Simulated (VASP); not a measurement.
# Ni: single point with PBE

The system is Ni.

```xyz
1
Lattice="0.0000 1.7597 1.7597 1.7597 0.0000 1.7597 1.7597 1.7597 0.0000" Properties=species:S:1:pos:R:3 pbc="T T T"
Ni    0.0000    0.0000    0.0000
```

| Quantity | Value |
| --- | --- |
| Program | VASP 6.6.1 |
| Task | single point |
| Functional | PBE |
| Potentials or basis | VASP PAW PBE potentials, release 64 (Ni) |
| Cutoff | 520 eV |
| k mesh | 15 × 15 × 15 |
| Occupations | methfessel-paxton, width 0.03 eV |
| Spin | collinear spin, ferromagnetic start |
| Starting moments | [0.672] μB |
| Dipole correction | no |
| Further INCAR settings | ALGO = Normal; EDIFF = 1e-06; NBANDS = 15 |

```json
{
  "Pressure": "-0.2 GPa",
  "Net moment": "0.64 μB per cell",
  "Site moments": "Ni +0.65 μB",
  "Valence electrons inside the program's atomic spheres": "Ni 9.31"
}
```

Levels at points of the mesh, in eV from the Fermi level:
Spin up:
| k point | band 2 | band 3 | band 4 | band 5 | band 6 | band 7 | band 8 | band 9 |
| --- | --- | --- | --- | --- | --- | --- | --- | --- |
| (0.00, 0.00, 0.00) | -2.44 | -2.44 | -2.44 | -1.26 | -1.26 | 23.71 | 27.56 | 27.56 |
Spin down:
```
           k point  band 3  band 4  band 5  band 6  band 7  band 8
(0.00, 0.00, 0.00)   -1.67   -1.67   -0.67   -0.67   23.54   27.54
```

It took 62 s on 1 thread of Intel Xeon 8259CL, on a shared host, peak memory 0.15 GiB.
